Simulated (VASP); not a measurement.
# Zr (Fm-3m) in VASP: density of states with PBE

Aim: the density of states of Zr with PBE.

Everything below comes from runs of VASP 6.6.1. Logs are shortened: lines on timing, memory, paths and dates and some standing lists are left out, and cuts for length are marked.

## 1. The cell of the first run

It takes space group Fm-3m (No. 225, cubic). Conventional cell: a = 4.524 Å, b = 4.524 Å, c = 4.524 Å, α = 90.00°, β = 90.00°, γ = 90.00°. Zr (site symmetry m-3m) has 12 Zr at 3.20 Å within 4.2 Å.

## 2. Density of states, PBE

File POSCAR:

```
Zr
1.0
    0.0000000000      2.2621310596      2.2621310596
    2.2621310596      0.0000000000      2.2621310596
    2.2621310596      2.2621310596      0.0000000000
Zr
1
Direct
    0.0000000000      0.0000000000      0.0000000000
```

File INCAR.step1:

```
SYSTEM = Zr
ALGO = Fast
EDIFF = 1E-7
ENCUT = 520
GGA = PE
ISIF = 2
ISMEAR = 0
LASPH = .True.
LCHARG = .True.
LMAXMIX = 4
LREAL = .False.
LWAVE = .False.
NBANDS = 12
NELM = 80
PREC = Accurate
SIGMA = 0.05
```

File KPOINTS.step1:

```
k-points
0
Gamma
  16 16 16
  0 0 0
```

File INCAR.step2:

```
SYSTEM = Zr
ALGO = Fast
EDIFF = 1E-7
ENCUT = 520
GGA = PE
ICHARG = 11
ISIF = 2
ISMEAR = -5
LASPH = .True.
LCHARG = .False.
LMAXMIX = 4
LORBIT = 10
LREAL = .False.
LWAVE = .False.
NBANDS = 12
NEDOS = 2001
NELM = 80
PREC = Accurate
SIGMA = 0.05
```

File KPOINTS.step2:

```
k-points
0
Gamma
  24 24 24
  0 0 0
```

Potentials or basis: VASP PAW PBE potentials, release 64 (Zr_sv).

Command:

```
cat potpaw_PBE.64/Zr_sv/POTCAR > POTCAR
cp INCAR.step1 INCAR
cp KPOINTS.step1 KPOINTS
mpirun -np 1 vasp_std > vasp.out
cp INCAR.step2 INCAR
cp KPOINTS.step2 KPOINTS
mpirun -np 1 vasp_std > vasp.out
```

OUTCAR:

```text
SYSTEM = Zr
   EDIFF = 1E-7
   ENCUT = 520
   GGA = PE
   ICHARG = 11
   ISIF = 2
   ISMEAR = -5
   LASPH = .True.
   LORBIT = 10
   LREAL = .False.
   NELM = 80
   PREC = Accurate

 ion  position               nearest neighbor table
   1  0.000  0.000  0.000-

  LATTYP: Found a face centered cubic cell.
 ALAT       =     4.5242621192

  Lattice vectors:

 A1 = (   0.0000000000,   2.2621310596,   2.2621310596)
 A2 = (   2.2621310596,   0.0000000000,   2.2621310596)
 A3 = (   2.2621310596,   2.2621310596,   0.0000000000)

Analysis of symmetry for initial positions (statically):
=====================================================================
 Subroutine PRICEL returns:
 Original cell was already a primitive cell.

 Routine SETGRP: Setting up the symmetry group for a
 face centered cubic supercell.

 Subroutine GETGRP returns: Found 48 space group operations
 (whereof 48 operations were pure point group operations)
 out of a pool of 48 trial point group operations.

The static configuration has the point symmetry O_h .

Analysis of symmetry for dynamics (positions and initial velocities):
=====================================================================
 Subroutine PRICEL returns:
 Original cell was already a primitive cell.

 Routine SETGRP: Setting up the symmetry group for a
 face centered cubic supercell.

 Subroutine GETGRP returns: Found 48 space group operations
 (whereof 48 operations were pure point group operations)
 out of a pool of 48 trial point group operations.

The dynamic configuration has the point symmetry O_h .

 Subroutine INISYM returns: Found 48 space group operations
 (whereof 48 operations are pure point group operations),
 and found     1 'primitive' translations

----------------------------------------------------------------------------------------

                                     Primitive cell

  volume of cell :      23.1517

  direct lattice vectors                    reciprocal lattice vectors
     0.000000000  2.262131060  2.262131060    -0.221030518  0.221030518  0.221030518
     2.262131060  0.000000000  2.262131060     0.221030518 -0.221030518  0.221030518
     2.262131060  2.262131060  0.000000000     0.221030518  0.221030518 -0.221030518

  length of vectors
     3.199136424  3.199136424  3.199136424     0.382836087  0.382836087  0.382836087

  position of ions in fractional coordinates (direct lattice)
     0.000000000  0.000000000  0.000000000

  ion indices of the primitive-cell ions
   primitive index   ion index
                 1           1

----------------------------------------------------------------------------------------

 KPOINTS: k-points

Automatic generation of k-mesh.
 Grid dimensions read from file:
 generate k-points for:   24   24   24

 Generating k-lattice:

  Cartesian coordinates                     Fractional coordinates (reciprocal lattice)
    -0.009209605  0.009209605  0.009209605     0.041666667  0.000000000  0.000000000
     0.009209605 -0.009209605  0.009209605     0.000000000  0.041666667  0.000000000
     0.009209605  0.009209605 -0.009209605     0.000000000  0.000000000  0.041666667

  Length of vectors
     0.015951504  0.015951504  0.015951504

  Shift w.r.t. Gamma in fractional coordinates (k-lattice)
     0.000000000  0.000000000  0.000000000

 TETIRR: Found   1864 inequivalent tetrahedra from    82944

 Subroutine IBZKPT returns following result:
 ===========================================

 Found    413 irreducible k-points:

 Following reciprocal coordinates:
            Coordinates               Weight
  0.000000  0.000000  0.000000      1.000000
  0.041667  0.000000  0.000000      8.000000
  0.083333  0.000000  0.000000      8.000000
  0.125000  0.000000  0.000000      8.000000
  0.166667  0.000000  0.000000      8.000000
  0.208333  0.000000  0.000000      8.000000
[... 16 lines left out ...]
  0.416667  0.041667  0.000000     24.000000
  0.458333  0.041667  0.000000     24.000000
 [... further k-points ...]
   k-points           NKPTS =    413   k-points in BZ     NKDIM =    413   number of bands    NBANDS=     12
   number of dos      NEDOS =   2001   number of ions     NIONS =      1
   total plane-waves  NPLWV =  13824
   dimension x,y,z NGX =    24 NGY =   24 NGZ =   24
   dimension x,y,z NGXF=    48 NGYF=   48 NGZF=   48
   ions per type =               1
   NGX,Y,Z   is equivalent  to a cutoff of  12.47, 12.47, 12.47 a.u.
   NGXF,Y,Z  is equivalent  to a cutoff of  24.94, 24.94, 24.94 a.u.
 SYSTEM =  Zr
   PREC   = accura    normal or accurate (medium, high low for compatibility)
   ISTART =      0    job   : 0-new  1-cont  2-samecut
   ICHARG =     11    charge: 1-file 2-atom 10-const
   ISPIN  =      1    spin polarized calculation?
   LNONCOLLINEAR =      F non collinear calculations
   LSORBIT =      F    spin-orbit coupling
   LASPH  =      T    aspherical Exc in radial PAW
   ENCUT  =  520.0 eV  38.22 Ry    6.18 a.u.   5.95  5.95  5.95*2*pi/ulx,y,z
   NELM   =     80;   NELMIN=  2; NELMDL=  0     # of ELM steps
   EDIFF  = 0.1E-06   stopping-criterion for ELM
   LREAL  =      F    real-space projection
   EDIFFG = 0.1E-05   stopping-criterion for IOM
   NSW    =      0    number of steps for IOM
   IBRION =     -1    ionic relax: 0-MD 1-quasi-New 2-CG
   NFREE  =      0    steps in history (QN), initial steepest desc. (CG)
   ISIF   =      2    stress and relaxation
   ISYM   =      2    0-nonsym 1-usesym 2-fastsym
   POTIM  = 0.5000    time-step for ionic-motion
   TEBEG  =    0.0;   TEEND  =   0.0 temperature during run
   PSTRESS=    0.0 pullay stress
   NELECT =      12.0000    total number of electrons
   NUPDOWN=      -1.0000    fix difference up-down
   EMIN   =  10.00;   EMAX   =-10.00  energy-range for DOS
   EFERMI =   0.00;   METHOD = LEGACY
   ISMEAR =    -5;   SIGMA  =   0.05  broadening in eV -4-tet -1-fermi 0-gaus
   EFERMI_NEDOS =   21; number of points for ismear=-14 and -15
   IALGO  =     68    algorithm
   IMIX   =      4    mixing-type and parameters
     AMIX     =   0.40;   BMIX     =  1.00
     AMIX_MAG =   1.60;   BMIX_MAG =  1.00
  volume/ion in A,a.u.               =      23.15       156.24
  Fermi-wavevector in a.u.,A,eV,Ry     =   1.315046  2.485076 23.529167  1.729345
  Thomas-Fermi vector in A             =   2.445256
   LORBIT       =     10    0 simple, 1 ext, 2 COOP (PROOUT), +10 PAW based schemes
   GGA     = PE    functional components
   LHFCALC =     F    Hartree Fock is set to
   AEXX    =    0.0000 exact exchange contribution
   IVDW    =     0    specifies the selected vdW correction
   LEPSILON=     F    determine dielectric tensor
   LRPA    =     F    only Hartree local field effects (RPA)
 non-spin polarized calculation
 RMM-DIIS sequential band-by-band and
 Fermi weights with tetrahedron method with Bloechl corrections
  energy-cutoff  :      520.00
  volume of cell :       23.15
 maximum number of plane-waves:       636

 number of electron      12.0000000 magnetization

 Free energy of the ion-electron system (eV)
  ---------------------------------------------------
  ext. energy  EPLUGINS =         0.00000000
  ---------------------------------------------------
  free energy    TOTEN  =        -8.48132534 eV

  energy without entropy =       -8.48132534  energy(sigma->0) =       -8.48132534

 E-fermi :   8.9488     XC(G=0): -11.1071

 val. band max:        8.9540818884   @ k =   0.2917   0.0000   0.0000
 cond. band min:       8.9279536618   @ k =   0.5000   0.2500   0.1250
 fundamental gap:     -0.0261282266
 Fermi energy:         8.9488190641

 k-point     1 :       0.0000    0.0000    0.0000
  band No.  band energies     occupation
      1     -39.7430      2.00000
      2     -17.2521      2.00000
      3     -17.2521      2.00000
      4     -17.2521      2.00000
      5       3.3885      2.00000
      6       9.9324      0.00000
      7       9.9324      0.00000
      8       9.9324      0.00000
      9      12.3608      0.00000
     10      12.3608      0.00000
     11      19.4580      0.00000
     12      23.6522      0.00000

 k-point     2 :       0.0417    0.0000    0.0000
  band No.  band energies     occupation
      1     -39.7406      2.00000
      2     -17.2699      2.00000
      3     -17.2543      2.00000
      4     -17.2543      2.00000
      5       3.4452      2.00000
      6       9.8786      0.00000
      7       9.9596      0.00000
      8       9.9596      0.00000
      9      12.3328      0.00000
     10      12.3328      0.00000
     11      19.5817      0.00000
     12      23.3940      0.00000

 k-point     3 :       0.0833    0.0000    0.0000
  band No.  band energies     occupation
      1     -39.7335      2.00000
      2     -17.3218      2.00000
      3     -17.2607      2.00000
      4     -17.2607      2.00000
      5       3.6120      2.00000
      6       9.7301      0.00000
      7      10.0354      0.00000
      8      10.0354      0.00000
      9      12.2598      0.00000
     10      12.2598      0.00000
     11      19.9317      0.00000
     12      22.7575      0.00000
[... 286 lines left out ...]
 k-point    23 :       0.4167    0.0417    0.0000
  band No.  band energies     occupation
      1     -39.6113      2.00000
      2     -18.1414      2.00000
      3     -17.3770      2.00000
      4     -17.3721      2.00000
      5       5.9872      2.00000
      6       9.4841      0.00000
      7       9.8306      0.00000
      8       9.9187      0.00000
      9      13.6091      0.00000
     10      13.8802      0.00000
     11      18.6440      0.00000
     12      20.4191      0.00000

 k-point    24 :       0.4583    0.0417    0.0000
  band No.  band energies     occupation
      1     -39.6026      2.00000
      2     -18.1962      2.00000
      3     -17.3826      2.00000
      4     -17.3818      2.00000
      5       6.0339      2.00000
      6       9.6047      0.00000
      7       9.8416      0.00000
      8       9.9388      0.00000
      9      13.9693      0.00000
     10      14.0984      0.00000
     11      18.5247      0.00000
     12      19.7397      0.00000

 [... further k-points ...]

------------------------ aborting loop because EDIFF is reached ----------------------------------------

  FORCE on cell =-STRESS in cart. coord.  units (eV):
  Direction    XX          YY          ZZ          XY          YZ          ZX
  --------------------------------------------------------------------------------------
  -------------------------------------------------------------------------------------
  Total       -0.0027033     -0.0027033     -0.0027033     -0.0000000      0.0000000     -0.0000000
  in kB       -0.1870796     -0.1870796     -0.1870796     -0.0000000      0.0000000     -0.0000000
  external PRESSURE =      -0.1870796 kB  Pullay stress =       0.0000000 kB

 VOLUME and BASIS-vectors are now :
 -----------------------------------------------------------------------------
  energy-cutoff  :      520.00
  volume of cell :       23.15
      direct lattice vectors                 reciprocal lattice vectors
     0.000000000  2.262131060  2.262131060    -0.221030518  0.221030518  0.221030518
     2.262131060  0.000000000  2.262131060     0.221030518 -0.221030518  0.221030518
     2.262131060  2.262131060  0.000000000     0.221030518  0.221030518 -0.221030518

 POSITION                                       TOTAL-FORCE (eV/Angst)
 -----------------------------------------------------------------------------------
      0.00000      0.00000      0.00000        -0.000000     -0.000000      0.000000
 -----------------------------------------------------------------------------------
    total drift:                                0.000000      0.000000      0.000000

  FREE ENERGIE OF THE ION-ELECTRON SYSTEM (eV)
  ---------------------------------------------------
  free  energy   TOTEN  =        -8.4813253356 eV

  energy  without entropy=       -8.4813253356  energy(sigma->0) =       -8.48132534

 total charge

# of ion       s       p       d       tot
------------------------------------------
    1        2.229   5.956   1.649   9.834
```

Run time: 58 s. Hardware: 1 thread of Intel Xeon Platinum 8375C at 2.90GHz (Ice Lake), shared host; peak memory 0.22 GiB.

What came out:

```
Valence electrons inside the program's atomic spheres : Zr 9.83
```

Caveat: tetrahedron occupations give inexact forces and stress in metals.
